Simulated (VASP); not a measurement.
Runs of VASP 6.6.1 on BC5. The structure is that of space group F-43m (No. 216), or close to it. The cells are those of the table. 

| task | spin | cell | k mesh | cutoff (eV) | gap on the mesh (eV) | pressure (GPa) | moment (μB) | relaxed volume (Å³/atom) | largest force (eV/Å) |
| --- | --- | --- | --- | --- | --- | --- | --- | --- | --- |
| relaxation of cell and atoms | off | relaxed from a = 3.734 Å, angles 60.0°, 6 atoms | 6 × 6 × 6 | 600 | - | -0.1 | - | 8.46 | 0.02 |
| single point | off | a = 4.148 Å, angles 60.0°, 6 atoms | 12 × 12 × 12 | 520 | none | 0.4 | - | - | 0.12 |
| single point | off | a = 4.150 Å, angles 60.0°, 6 atoms | 6 × 6 × 6 | 520 | none | 0.7 | - | - | 0.08 |
| single point | off | a = 3.734 Å, angles 60.0°, 6 atoms | 6 × 6 × 6 | 520 | none | 31.0 | - | - | 0.52 |
| relaxation of cell and atoms | off | relaxed from a = 4.150 Å, angles 60.0°, 6 atoms | 12 × 12 × 12 | 600 | - | -0.2 | - | (a) | 0.01 |
| single point | collinear, ferromagnetic start | a = 4.150 Å, angles 60.0°, 6 atoms | 6 × 6 × 6 | 520 | none | 0.7 | 0.00 | - | 0.08 |
| single point | collinear, ferromagnetic start | a = 3.734 Å, angles 60.0°, 6 atoms | 6 × 6 × 6 | 520 | none | 31.0 | 0.00 | - | 0.52 |

Alike in all rows: level PBE; potentials or basis VASP PAW PBE potentials, release 64 (B, C); smearing gaussian 0.1 eV.

**Question.** Estimate the missing entries.

**Answer.** (a) 8.42.

Caveats: the bands computed are all filled at some k points, so no gap is given (some runs); the volume moved by over 15 % at a fixed basis, so the end points are rough (some runs).

A gap of «none» marks levels without a gap at the run's occupations.
